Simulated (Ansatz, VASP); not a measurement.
# One calculation of TaC3, two programs

```
Ta C
1.0
     4.05728    0.00000    0.00000
     0.00000    4.05728    0.00000
     0.00000    0.00000    4.05728
Ta C
1 3
Direct
  0.50000 0.50000 0.50000
  0.00000 0.50000 0.50000
  0.50000 0.00000 0.50000
  0.50000 0.50000 0.00000
```

Alike in both runs: task single point; functional PBE; k mesh 4 × 4 × 4; occupations gaussian, width 0.1 eV; no spin polarisation.

|  | VASP | Ansatz |
| --- | --- | --- |
| version | VASP 6.6.1 | Ansatz 0.2.0 |
| potentials or method | VASP PAW PBE potentials, release 64 (Ta_pv, C), cutoff 520 eV | scalar-relativistic, plane waves, PAW |
| valence electrons in the cell | 23 | 25 |

```tsv
	VASP	Ansatz	Ansatz less VASP
gap on the k mesh at the Fermi level (eV)	none	none	-
pressure (GPa)	13.4	13.0	-0.40
```

A gap of «none» marks a metal or a gap that the smearing closes. VASP's potentials hold 23 valence electrons a cell and Ansatz's 25, so a difference there can come from the potentials and not from the codes.

The k mesh is coarse, so the values compare programs but aren't converged. Neither program's run includes spin-orbit coupling.
